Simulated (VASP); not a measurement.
# O (Fm-3m) in VASP: single point with LDA

Aim: the single point of O with LDA.

All numbers are computed with VASP 6.6.1; they aren't measurements. Logs are shortened: lines on timing, memory, paths and dates and some standing lists are left out, and cuts for length are marked.

## (1) The cell of the first run

It takes space group Fm-3m (No. 225, cubic). The conventional cell has a = 4.217 Å, b = 4.217 Å, c = 4.217 Å, α = 90.00°, β = 90.00°, γ = 90.00°. O (site symmetry m-3m) has 12 O at 2.98 Å within 3.9 Å.

## (2) Single point, LDA

INCAR

```
SYSTEM = O
PREC = Accurate
ENCUT = 520
EDIFF = 1E-7
ISMEAR = -1
SIGMA = 0.15
LREAL = .False.
LASPH = .True.
NELM = 80
ALGO = Normal
ISIF = 2
LWAVE = .False.
LCHARG = .False.
NBANDS = 9
```

KPOINTS

```
regular mesh
0
Gamma
  8 8 8
  0 0 0
```

POSCAR

```
O
1.0
    0.0000000000      2.1085000000      2.1085000000
    2.1085000000      0.0000000000      2.1085000000
    2.1085000000      2.1085000000      0.0000000000
O
1
Direct
    0.5000000000      0.5000000000      0.5000000000
```

Potentials or basis: VASP PAW LDA potentials, release 64 (O).

The run is started by

```console
cat potpaw_LDA.64/O/POTCAR > POTCAR
mpirun -np 1 vasp_std > vasp.out
```

OUTCAR:

```text
SYSTEM = O
   PREC = Accurate
   ENCUT = 520
   EDIFF = 1E-7
   ISMEAR = -1
   LREAL = .False.
   LASPH = .True.
   NELM = 80
   ISIF = 2

 ion  position               nearest neighbor table
   1  0.500  0.500  0.500-

  LATTYP: Found a face centered cubic cell.
 ALAT       =     4.2170000000

  Lattice vectors:

 A1 = (   0.0000000000,   2.1085000000,   2.1085000000)
 A2 = (   2.1085000000,   0.0000000000,   2.1085000000)
 A3 = (   2.1085000000,   2.1085000000,   0.0000000000)

Analysis of symmetry for initial positions (statically):
=====================================================================
 Subroutine PRICEL returns:
 Original cell was already a primitive cell.

 Routine SETGRP: Setting up the symmetry group for a
 face centered cubic supercell.

 Subroutine GETGRP returns: Found 48 space group operations
 (whereof 48 operations were pure point group operations)
 out of a pool of 48 trial point group operations.

The static configuration has the point symmetry O_h .

Analysis of symmetry for dynamics (positions and initial velocities):
=====================================================================
 Subroutine PRICEL returns:
 Original cell was already a primitive cell.

 Routine SETGRP: Setting up the symmetry group for a
 face centered cubic supercell.

 Subroutine GETGRP returns: Found 48 space group operations
 (whereof 48 operations were pure point group operations)
 out of a pool of 48 trial point group operations.

The dynamic configuration has the point symmetry O_h .

 Subroutine INISYM returns: Found 48 space group operations
 (whereof 48 operations are pure point group operations),
 and found     1 'primitive' translations

----------------------------------------------------------------------------------------

                                     Primitive cell

  volume of cell :      18.7478

  direct lattice vectors                    reciprocal lattice vectors
     0.000000000  2.108500000  2.108500000    -0.237135404  0.237135404  0.237135404
     2.108500000  0.000000000  2.108500000     0.237135404 -0.237135404  0.237135404
     2.108500000  2.108500000  0.000000000     0.237135404  0.237135404 -0.237135404

  length of vectors
     2.981869296  2.981869296  2.981869296     0.410730569  0.410730569  0.410730569

  position of ions in fractional coordinates (direct lattice)
     0.500000000  0.500000000  0.500000000

  ion indices of the primitive-cell ions
   primitive index   ion index
                 1           1

----------------------------------------------------------------------------------------

 KPOINTS: regular mesh

Automatic generation of k-mesh.
 Grid dimensions read from file:
 generate k-points for:    8    8    8

 Generating k-lattice:

  Cartesian coordinates                     Fractional coordinates (reciprocal lattice)
    -0.029641926  0.029641926  0.029641926     0.125000000  0.000000000  0.000000000
     0.029641926 -0.029641926  0.029641926     0.000000000  0.125000000  0.000000000
     0.029641926  0.029641926 -0.029641926     0.000000000  0.000000000  0.125000000

  Length of vectors
     0.051341321  0.051341321  0.051341321

  Shift w.r.t. Gamma in fractional coordinates (k-lattice)
     0.000000000  0.000000000  0.000000000

 Subroutine IBZKPT returns following result:
 ===========================================

 Found     29 irreducible k-points:

 Following reciprocal coordinates:
            Coordinates               Weight
  0.000000  0.000000  0.000000      1.000000
  0.125000  0.000000  0.000000      8.000000
  0.250000  0.000000  0.000000      8.000000
  0.375000  0.000000  0.000000      8.000000
  0.500000  0.000000  0.000000      4.000000
  0.125000  0.125000  0.000000      6.000000
[... 16 lines left out ...]
  0.500000  0.250000  0.125000     48.000000
 -0.375000  0.250000  0.125000     24.000000
 [... further k-points ...]
   k-points           NKPTS =     29   k-points in BZ     NKDIM =     29   number of bands    NBANDS=      9
   number of dos      NEDOS =    301   number of ions     NIONS =      1
   total plane-waves  NPLWV =  13824
   dimension x,y,z NGX =    24 NGY =   24 NGZ =   24
   dimension x,y,z NGXF=    48 NGYF=   48 NGZF=   48
   ions per type =               1
   NGX,Y,Z   is equivalent  to a cutoff of  13.38, 13.38, 13.38 a.u.
   NGXF,Y,Z  is equivalent  to a cutoff of  26.76, 26.76, 26.76 a.u.
 SYSTEM =  O
   PREC   = accura    normal or accurate (medium, high low for compatibility)
   ISTART =      0    job   : 0-new  1-cont  2-samecut
   ICHARG =      2    charge: 1-file 2-atom 10-const
   ISPIN  =      1    spin polarized calculation?
   LNONCOLLINEAR =      F non collinear calculations
   LSORBIT =      F    spin-orbit coupling
   LASPH  =      T    aspherical Exc in radial PAW
   ENCUT  =  520.0 eV  38.22 Ry    6.18 a.u.   5.54  5.54  5.54*2*pi/ulx,y,z
   NELM   =     80;   NELMIN=  2; NELMDL= -5     # of ELM steps
   EDIFF  = 0.1E-06   stopping-criterion for ELM
   LREAL  =      F    real-space projection
   EDIFFG = 0.1E-05   stopping-criterion for IOM
   NSW    =      0    number of steps for IOM
   IBRION =     -1    ionic relax: 0-MD 1-quasi-New 2-CG
   NFREE  =      0    steps in history (QN), initial steepest desc. (CG)
   ISIF   =      2    stress and relaxation
   ISYM   =      2    0-nonsym 1-usesym 2-fastsym
   POTIM  = 0.5000    time-step for ionic-motion
   TEBEG  =    0.0;   TEEND  =   0.0 temperature during run
   PSTRESS=    0.0 pullay stress
   NELECT =       6.0000    total number of electrons
   NUPDOWN=      -1.0000    fix difference up-down
   EMIN   =  10.00;   EMAX   =-10.00  energy-range for DOS
   EFERMI =   0.00;   METHOD = LEGACY
   ISMEAR =    -1;   SIGMA  =   0.15  broadening in eV -4-tet -1-fermi 0-gaus
   EFERMI_NEDOS =   21; number of points for ismear=-14 and -15
   IALGO  =     38    algorithm
   IMIX   =      4    mixing-type and parameters
     AMIX     =   0.40;   BMIX     =  1.00
     AMIX_MAG =   1.60;   BMIX_MAG =  1.00
  volume/ion in A,a.u.               =      18.75       126.52
  Fermi-wavevector in a.u.,A,eV,Ry     =   1.119803  2.116121 17.061146  1.253959
  Thomas-Fermi vector in A             =   2.256445
   LORBIT       =      0    0 simple, 1 ext, 2 COOP (PROOUT), +10 PAW based schemes
   GGA     = CA    functional components
   LHFCALC =     F    Hartree Fock is set to
   AEXX    =    0.0000 exact exchange contribution
   IVDW    =     0    specifies the selected vdW correction
   LEPSILON=     F    determine dielectric tensor
   LRPA    =     F    only Hartree local field effects (RPA)
 non-spin polarized calculation
  energy-cutoff  :      520.00
  volume of cell :       18.75
 maximum number of plane-waves:       531
 NGX is ok and might be reduce to    24
   NGX = 11   NGY = 11   NGZ = 11

 number of electron       6.0000004 magnetization

 Free energy of the ion-electron system (eV)
  ---------------------------------------------------
  ext. energy  EPLUGINS =         0.00000000
  ---------------------------------------------------
  free energy    TOTEN  =        -1.53739811 eV

  energy without entropy =       -1.26252116  energy(sigma->0) =       -1.39995964

 E-fermi :  -5.2292     XC(G=0):  -8.4462

 val. band max:       -5.2397889053   @ k =  -0.2500   0.3750   0.1250
 cond. band min:      -5.2236167795   @ k =  -0.3750   0.1250   0.0000
 fundamental gap:      0.0161721258
 Fermi energy:        -5.2292308748

 k-point     1 :       0.0000    0.0000    0.0000
  band No.  band energies     occupation
      1     -20.9276      2.00000
      2      -4.7252      0.06712
      3      -4.7252      0.06712
      4      -4.7252      0.06712
      5       4.1607      0.00000
      6      19.8299      0.00000
      7      19.8299      0.00000
      8      19.8299      0.00000
      9      22.3677      0.00000

 k-point     2 :       0.1250    0.0000    0.0000
  band No.  band energies     occupation
      1     -20.8311      2.00000
      2      -5.1312      0.68448
      3      -4.7587      0.08322
      4      -4.7587      0.08322
      5       4.7257      0.00000
      6      17.2264      0.00000
      7      19.9268      0.00000
      8      19.9268      0.00000
      9      23.6683      0.00000

 k-point     3 :       0.2500    0.0000    0.0000
  band No.  band energies     occupation
      1     -20.5880      2.00000
      2      -6.0140      1.98937
      3      -4.8381      0.13727
      4      -4.8380      0.13727
      5       6.1024      0.00000
      6      14.2206      0.00000
      7      19.5636      0.00000
      8      19.5636      0.00000
      9      22.2095      0.00000

 k-point     4 :       0.3750    0.0000    0.0000
  band No.  band energies     occupation
      1     -20.3284      2.00000
      2      -6.8122      1.99995
      3      -4.9153      0.21958
      4      -4.9153      0.21958
      5       7.8060      0.00000
      6      11.7536      0.00000
      7      18.7810      0.00000
      8      18.7810      0.00000
      9      21.4136      0.00000

 k-point     5 :       0.5000    0.0000    0.0000
  band No.  band energies     occupation
      1     -20.2154      2.00000
      2      -7.1275      1.99999
      3      -4.9468      0.26406
      4      -4.9468      0.26406
      5       9.3744      0.00000
      6       9.9720      0.00000
      7      18.4471      0.00000
      8      18.4471      0.00000
      9      21.2380      0.00000

 k-point     6 :       0.1250    0.1250    0.0000
  band No.  band energies     occupation
      1     -20.7992      2.00000
      2      -5.1347      0.69503
      3      -4.8312      0.13153
      4      -4.8312      0.13153
      5       4.9005      0.00000
      6      17.2250      0.00000
      7      19.5767      0.00000
      8      19.5767      0.00000
      9      20.9856      0.00000
[... 169 lines left out ...]
 k-point    21 :       0.5000    0.5000    0.0000
  band No.  band energies     occupation
      1     -19.9980      2.00000
      2      -6.8350      1.99996
      3      -5.4249      1.57326
      4      -5.4249      1.57326
      5       8.8620      0.00000
      6      12.2373      0.00000
      7      12.6052      0.00000
      8      19.6519      0.00000
      9      19.6519      0.00000

 k-point    22 :       0.3750    0.2500    0.1250
  band No.  band energies     occupation
      1     -20.4056      2.00000
      2      -6.1918      1.99674
      3      -5.2519      1.07537
      4      -4.9624      0.28891
      5       7.0901      0.00000
      6      13.9496      0.00000
      7      15.5142      0.00000
      8      19.5539      0.00000
      9      21.0766      0.00000

 k-point    23 :       0.5000    0.2500    0.1250
  band No.  band energies     occupation
      1     -20.1953      2.00000
      2      -6.5931      1.99978
      3      -5.5021      1.72095
      4      -5.0742      0.52488
      5       8.5778      0.00000
      6      12.2185      0.00000
      7      14.4046      0.00000
      8      18.8556      0.00000
      9      22.7743      0.00000

 k-point    24 :      -0.3750    0.2500    0.1250
  band No.  band energies     occupation
      1     -20.1049      2.00000
      2      -6.7630      1.99993
      3      -5.5837      1.82796
      4      -5.1362      0.69934
      5       9.9505      0.00000
      6      10.6318      0.00000
      7      14.2847      0.00000
      8      18.5488      0.00000
      9      24.1226      0.00000

 [... further k-points ...]

------------------------ aborting loop because EDIFF is reached ----------------------------------------

  FORCE on cell =-STRESS in cart. coord.  units (eV):
  Direction    XX          YY          ZZ          XY          YZ          ZX
  --------------------------------------------------------------------------------------
  -------------------------------------------------------------------------------------
  Total       -1.8124171     -1.8124171     -1.8124171     -0.0000000      0.0000000      0.0000000
  in kB     -154.8880561   -154.8880561   -154.8880561     -0.0000000      0.0000000      0.0000000
  external PRESSURE =    -154.8880561 kB  Pullay stress =       0.0000000 kB

 VOLUME and BASIS-vectors are now :
 -----------------------------------------------------------------------------
  energy-cutoff  :      520.00
  volume of cell :       18.75
      direct lattice vectors                 reciprocal lattice vectors
     0.000000000  2.108500000  2.108500000    -0.237135404  0.237135404  0.237135404
     2.108500000  0.000000000  2.108500000     0.237135404 -0.237135404  0.237135404
     2.108500000  2.108500000  0.000000000     0.237135404  0.237135404 -0.237135404

 POSITION                                       TOTAL-FORCE (eV/Angst)
 -----------------------------------------------------------------------------------
      2.10850      2.10850      2.10850         0.000000      0.000000      0.000000
 -----------------------------------------------------------------------------------
    total drift:                               -0.000000     -0.000000      0.000000

  FREE ENERGIE OF THE ION-ELECTRON SYSTEM (eV)
  ---------------------------------------------------
  free  energy   TOTEN  =        -1.5373981134 eV

  energy  without entropy=       -1.2625211616  energy(sigma->0) =       -1.39995964
```

It took 5.3 s on 1 thread of AMD EPYC 7R13, shared host; peak memory 0.09 GiB.

Results:

```yaml
Free_energy: -1.5374 eV
Pressure: -15.5 GPa
Band_gap_on_the_k_mesh: zero (band 3 reaches -4.73 eV, above the bottom of band 4 at -5.55 eV)
```
